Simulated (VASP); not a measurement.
# SiC (Moissanite 3C) (I-4m2) in VASP: further runs

Runs on SiC (Moissanite 3C). Level: PBE. Tasks: single point.

Everything below comes from runs of VASP 6.6.1. Logs are shortened: lines on timing, memory, paths and dates and some standing lists are left out, and cuts for length are marked.

**1. The cell of the first run**

It takes space group I-4m2 (No. 119, tetragonal). The conventional cell has a = 3.082 Å, b = 3.082 Å, c = 4.314 Å, α = 90.00°, β = 90.00°, γ = 90.00°. Within 2.5 Å of Si (site symmetry -4m2) lie 4 C at 1.88 Å. Within 2.5 Å of C (site symmetry -4m2) lie 4 Si at 1.88 Å.

**2. Single point, PBE (z stretched by -1 %, then relaxed in part)**

The input, INCAR:

```
ALGO = Normal
EDIFF = 1E-7
ENCUT = 520
GGA = PE
ISIF = 2
ISMEAR = -1
LASPH = True
LCHARG = False
LREAL = False
LWAVE = False
NBANDS = 11
NELM = 80
PREC = Accurate
SIGMA = 0.02
```

The input, KPOINTS:

```
k-points
0
Gamma
  17 17 17
```

The input, POSCAR:

```
SiC
1.0
    0.0000000000      2.1790000000      2.1572100000
    2.1790000000      0.0000000000      2.1572100000
    2.1790000000      2.1790000000      0.0000000000
Si C
1 1
Direct
    0.0000000000      0.0000000000      0.0000000000
    0.2500000000      0.2500000000      0.2500000000
```

Potentials or basis: VASP PAW PBE potentials, release 64 (Si, C).

Launch:

```console
> cat potpaw_PBE.64/Si/POTCAR potpaw_PBE.64/C/POTCAR > POTCAR
> mpirun -np 1 vasp_std > vasp.out
```

OUTCAR:

```text
EDIFF = 1E-7
   ENCUT = 520
   GGA = PE
   ISIF = 2
   ISMEAR = -1
   LASPH = True
   LREAL = False
   NELM = 80
   PREC = Accurate

 ion  position               nearest neighbor table
   1  0.000  0.000  0.000-   2 1.88   2 1.88   2 1.88   2 1.88
   2  0.250  0.250  0.250-   1 1.88   1 1.88   1 1.88   1 1.88

  LATTYP: Found a body centered tetragonal cell.
 ALAT       =     3.0815713524
 C/A-ratio  =     1.4000714267

  Lattice vectors:

 A1 = (   0.0000000000,  -2.1790000000,  -2.1572100000)
 A2 = (   0.0000000000,   2.1790000000,  -2.1572100000)
 A3 = (   2.1790000000,   0.0000000000,   2.1572100000)

Analysis of symmetry for initial positions (statically):
=====================================================================
 Subroutine PRICEL returns:
 Original cell was already a primitive cell.

 Routine SETGRP: Setting up the symmetry group for a
 body centered tetragonal supercell.

 Subroutine GETGRP returns: Found  8 space group operations
 (whereof  8 operations were pure point group operations)
 out of a pool of 16 trial point group operations.

The static configuration has the point symmetry D_2d.

Analysis of symmetry for dynamics (positions and initial velocities):
=====================================================================
 Subroutine PRICEL returns:
 Original cell was already a primitive cell.

 Routine SETGRP: Setting up the symmetry group for a
 body centered tetragonal supercell.

 Subroutine GETGRP returns: Found  8 space group operations
 (whereof  8 operations were pure point group operations)
 out of a pool of 16 trial point group operations.

The dynamic configuration has the point symmetry D_2d.

 Subroutine INISYM returns: Found  8 space group operations
 (whereof  8 operations are pure point group operations),
 and found     1 'primitive' translations

----------------------------------------------------------------------------------------

                                     Primitive cell

  volume of cell :      20.4850

  direct lattice vectors                    reciprocal lattice vectors
     0.000000000  2.179000000  2.157210000    -0.229463056  0.229463056  0.231780865
     2.179000000  0.000000000  2.157210000     0.229463056 -0.229463056  0.231780865
     2.179000000  2.179000000  0.000000000     0.229463056  0.229463056 -0.231780865

  length of vectors
     3.066202209  3.066202209  3.081571352     0.398784350  0.398784350  0.398784350

  position of ions in fractional coordinates (direct lattice)
     0.000000000  0.000000000  0.000000000
     0.250000000  0.250000000  0.250000000

  ion indices of the primitive-cell ions
   primitive index   ion index
                 1           1
                 2           2

----------------------------------------------------------------------------------------

 KPOINTS: k-points

Automatic generation of k-mesh.
 Grid dimensions read from file:
 generate k-points for:   17   17   17

 Generating k-lattice:

  Cartesian coordinates                     Fractional coordinates (reciprocal lattice)
    -0.013497827  0.013497827  0.013634169     0.058823529  0.000000000  0.000000000
     0.013497827 -0.013497827  0.013634169     0.000000000  0.058823529  0.000000000
     0.013497827  0.013497827 -0.013634169     0.000000000  0.000000000  0.058823529

  Length of vectors
     0.023457903  0.023457903  0.023457903

  Shift w.r.t. Gamma in fractional coordinates (k-lattice)
     0.000000000  0.000000000  0.000000000

 Subroutine IBZKPT returns following result:
 ===========================================

 Found    405 irreducible k-points:

 Following reciprocal coordinates:
            Coordinates               Weight
  0.000000  0.000000  0.000000      1.000000
  0.058824  0.000000  0.000000      8.000000
  0.117647  0.000000  0.000000      8.000000
  0.176471  0.000000  0.000000      8.000000
  0.235294  0.000000  0.000000      8.000000
  0.294118  0.000000  0.000000      8.000000
[... 16 lines left out ...]
 -0.176471  0.058824  0.000000      8.000000
 -0.117647  0.058824  0.000000      8.000000
 [... further k-points ...]
   k-points           NKPTS =    405   k-points in BZ     NKDIM =    405   number of bands    NBANDS=     11
   number of dos      NEDOS =    301   number of ions     NIONS =      2
   total plane-waves  NPLWV =  13824
   dimension x,y,z NGX =    24 NGY =   24 NGZ =   24
   dimension x,y,z NGXF=    48 NGYF=   48 NGZF=   48
   ions per type =               1   1
   NGX,Y,Z   is equivalent  to a cutoff of  13.01, 13.01, 12.95 a.u.
   NGXF,Y,Z  is equivalent  to a cutoff of  26.03, 26.03, 25.90 a.u.
 SYSTEM =  unknown system
   PREC   = accura    normal or accurate (medium, high low for compatibility)
   ISTART =      0    job   : 0-new  1-cont  2-samecut
   ICHARG =      2    charge: 1-file 2-atom 10-const
   ISPIN  =      1    spin polarized calculation?
   LNONCOLLINEAR =      F non collinear calculations
   LSORBIT =      F    spin-orbit coupling
   LASPH  =      T    aspherical Exc in radial PAW
   ENCUT  =  520.0 eV  38.22 Ry    6.18 a.u.   5.70  5.70  5.73*2*pi/ulx,y,z
   NELM   =     80;   NELMIN=  2; NELMDL= -5     # of ELM steps
   EDIFF  = 0.1E-06   stopping-criterion for ELM
   LREAL  =      F    real-space projection
   EDIFFG = 0.1E-05   stopping-criterion for IOM
   NSW    =      0    number of steps for IOM
   IBRION =     -1    ionic relax: 0-MD 1-quasi-New 2-CG
   NFREE  =      0    steps in history (QN), initial steepest desc. (CG)
   ISIF   =      2    stress and relaxation
   ISYM   =      2    0-nonsym 1-usesym 2-fastsym
   POTIM  = 0.5000    time-step for ionic-motion
   TEBEG  =    0.0;   TEEND  =   0.0 temperature during run
   PSTRESS=    0.0 pullay stress
   NELECT =       8.0000    total number of electrons
   NUPDOWN=      -1.0000    fix difference up-down
   EMIN   =  10.00;   EMAX   =-10.00  energy-range for DOS
   EFERMI =   0.00;   METHOD = LEGACY
   ISMEAR =    -1;   SIGMA  =   0.02  broadening in eV -4-tet -1-fermi 0-gaus
   EFERMI_NEDOS =   21; number of points for ismear=-14 and -15
   IALGO  =     38    algorithm
   IMIX   =      4    mixing-type and parameters
     AMIX     =   0.40;   BMIX     =  1.00
     AMIX_MAG =   1.60;   BMIX_MAG =  1.00
  volume/ion in A,a.u.               =      10.24        69.12
  Fermi-wavevector in a.u.,A,eV,Ry     =   1.196628  2.261299 19.482438  1.431919
  Thomas-Fermi vector in A             =   2.332564
   LORBIT       =      0    0 simple, 1 ext, 2 COOP (PROOUT), +10 PAW based schemes
   GGA     = PE    functional components
   LHFCALC =     F    Hartree Fock is set to
   AEXX    =    0.0000 exact exchange contribution
   IVDW    =     0    specifies the selected vdW correction
   LEPSILON=     F    determine dielectric tensor
   LRPA    =     F    only Hartree local field effects (RPA)
 non-spin polarized calculation
  energy-cutoff  :      520.00
  volume of cell :       20.49
 maximum number of plane-waves:       564
   NGX = 11   NGY = 11   NGZ = 11

 number of electron       8.0000001 magnetization

 Free energy of the ion-electron system (eV)
  ---------------------------------------------------
  ext. energy  EPLUGINS =         0.00000000
  ---------------------------------------------------
  free energy    TOTEN  =       -15.05109036 eV

  energy without entropy =      -15.05109036  energy(sigma->0) =      -15.05109036

 E-fermi :   8.6872     XC(G=0): -11.4003

 val. band max:        8.2652022244   @ k =   0.0000   0.0000   0.0000
 cond. band min:       9.5498160616   @ k =   0.4706   0.4706   0.0000
 fundamental gap:      1.2846138372
 Fermi energy:         8.6871926073

 k-point     1 :       0.0000    0.0000    0.0000
  band No.  band energies     occupation
      1      -7.2622      2.00000
      2       8.1979      2.00000
      3       8.1979      2.00000
      4       8.2652      2.00000
      5      14.5714      0.00000
      6      15.5804      0.00000
      7      15.6072      0.00000
      8      15.6072      0.00000
      9      22.6321      0.00000
     10      22.9348      0.00000
     11      24.8579      0.00000

 k-point     2 :       0.0588    0.0000    0.0000
  band No.  band energies     occupation
      1      -7.1939      2.00000
      2       7.8384      2.00000
      3       8.1476      2.00000
      4       8.1983      2.00000
      5      14.7273      0.00000
      6      15.6383      0.00000
      7      15.6956      0.00000
      8      15.6981      0.00000
      9      22.2019      0.00000
     10      22.4745      0.00000
     11      24.8484      0.00000

 k-point     3 :       0.1176    0.0000    0.0000
  band No.  band energies     occupation
      1      -6.9900      2.00000
      2       6.8793      2.00000
      3       8.0112      2.00000
      4       8.0691      2.00000
      5      14.8025      0.00000
      6      15.9090      0.00000
      7      15.9209      0.00000
      8      16.0696      0.00000
      9      21.5186      0.00000
     10      21.7399      0.00000
     11      24.4391      0.00000

 k-point     4 :       0.1765    0.0000    0.0000
  band No.  band energies     occupation
      1      -6.6535      2.00000
      2       5.6227      2.00000
      3       7.8226      2.00000
      4       7.8929      2.00000
      5      14.6132      0.00000
      6      16.1337      0.00000
      7      16.1595      0.00000
      8      16.7985      0.00000
      9      21.1234      0.00000
     10      21.2749      0.00000
     11      23.8908      0.00000
[... 239 lines left out ...]
 k-point    22 :      -0.2353    0.0588    0.0000
  band No.  band energies     occupation
      1      -5.9563      2.00000
      2       3.8281      2.00000
      3       7.1243      2.00000
      4       7.7319      2.00000
      5      14.4924      0.00000
      6      16.0339      0.00000
      7      16.2096      0.00000
      8      17.7063      0.00000
      9      20.5837      0.00000
     10      22.1476      0.00000
     11      24.1511      0.00000

 k-point    23 :      -0.1765    0.0588    0.0000
  band No.  band energies     occupation
      1      -6.4568      2.00000
      2       5.1765      2.00000
      3       7.3326      2.00000
      4       7.9367      2.00000
      5      14.7460      0.00000
      6      16.0344      0.00000
      7      16.1544      0.00000
      8      17.1668      0.00000
      9      20.3164      0.00000
     10      21.7460      0.00000
     11      24.4908      0.00000

 k-point    24 :      -0.1176    0.0588    0.0000
  band No.  band energies     occupation
      1      -6.8346      2.00000
      2       6.4303      2.00000
      3       7.5885      2.00000
      4       8.0966      2.00000
      5      14.9656      0.00000
      6      15.7694      0.00000
      7      15.8768      0.00000
      8      16.6766      0.00000
      9      20.6166      0.00000
     10      21.8246      0.00000
     11      25.0255      0.00000

 [... further k-points ...]
[... 5 lines left out ...]
  --------------------------------------------------------------------------------------
  -------------------------------------------------------------------------------------
  Total        0.5960273      0.5960273      0.9199537      0.0000000      0.0000000      0.0000000
  in kB       46.6165220     46.6165220     71.9514716      0.0000000      0.0000000      0.0000000
  external PRESSURE =      55.0615052 kB  Pullay stress =       0.0000000 kB

 VOLUME and BASIS-vectors are now :
 -----------------------------------------------------------------------------
  energy-cutoff  :      520.00
  volume of cell :       20.49
      direct lattice vectors                 reciprocal lattice vectors
     0.000000000  2.179000000  2.157210000    -0.229463056  0.229463056  0.231780865
     2.179000000  0.000000000  2.157210000     0.229463056 -0.229463056  0.231780865
     2.179000000  2.179000000  0.000000000     0.229463056  0.229463056 -0.231780865

 POSITION                                       TOTAL-FORCE (eV/Angst)
 -----------------------------------------------------------------------------------
      0.00000      0.00000      0.00000         0.000000      0.000000      0.000000
      1.08950      1.08950      1.07861        -0.000000     -0.000000     -0.000000
 -----------------------------------------------------------------------------------
    total drift:                                0.000000      0.000000      0.000000

  FREE ENERGIE OF THE ION-ELECTRON SYSTEM (eV)
  ---------------------------------------------------
  free  energy   TOTEN  =       -15.0510903610 eV

  energy  without entropy=      -15.0510903610  energy(sigma->0) =      -15.05109036
```

Wall time 81 s (1 thread of Intel Xeon Platinum 8259CL at 2.50GHz (Skylake/Cascade Lake), shared host); peak memory 0.2 GiB.

What came out:

| Quantity | Value |
| --- | --- |
| Free energy | -15.0511 eV |
| Pressure | 5.5 GPa |
| Band gap on the k mesh | 1.28 eV, indirect (least direct gap 4.56 eV) |

Caveat: the cell differs from its parent crystal (z stretched by -1 %, then relaxed in part). A k mesh can miss the band edges.

**3. Single point, PBE (z stretched by +1 %, then relaxed in part)**

The input, INCAR:

```
  ALGO = Normal
  EDIFF = 1E-7
  ENCUT = 520
  GGA = PE
  ISIF = 2
  ISMEAR = -1
  LASPH = T
  LCHARG = F
  LREAL = F
  LWAVE = F
  NBANDS = 11
  NELM = 80
  PREC = Accurate
  SIGMA = 0.02
```

KPOINTS is that of step 2.

The input, POSCAR:

```
SiC
1.0
    0.0000000000      2.1790000000      2.2007900000
    2.1790000000      0.0000000000      2.2007900000
    2.1790000000      2.1790000000      0.0000000000
Si C
1 1
Direct
    0.0000000000      0.0000000000      0.0000000000
    0.2500000000      0.2500000000      0.2500000000
```

Potentials or basis: VASP PAW PBE potentials, release 64 (Si, C).

Launch:

```console
> cat potpaw_PBE.64/Si/POTCAR potpaw_PBE.64/C/POTCAR > POTCAR
> mpirun -np 1 vasp_std > vasp.out
```

Run time: 70 s. Hardware: 1 thread of Intel Xeon Platinum 8259CL at 2.50GHz (Skylake/Cascade Lake), shared host; peak memory 0.2 GiB.

It converged, with:

| Quantity | Value |
| --- | --- |
| Free energy | -15.0595 eV |
| Pressure | 1.0 GPa |
| Band gap on the k mesh | 1.35 eV, indirect (least direct gap 4.54 eV) |

Stress tensor (GPa, compression positive):
```
 1.88  0.00  0.00
 0.00  1.88  0.00
 0.00  0.00 -0.73
```

Levels at points of the mesh, in eV from the valence-band top:
| k point | band 1 | band 2 | band 3 | band 4 | band 5 | band 6 | band 7 | band 8 |
| --- | --- | --- | --- | --- | --- | --- | --- | --- |
| (0.00, 0.00, 0.00) | -15.35 | -0.07 | 0.00 | 0.00 | 6.09 | 7.21 | 7.21 | 7.23 |

Caveat: the cell differs from its parent crystal (z stretched by +1 %, then relaxed in part).
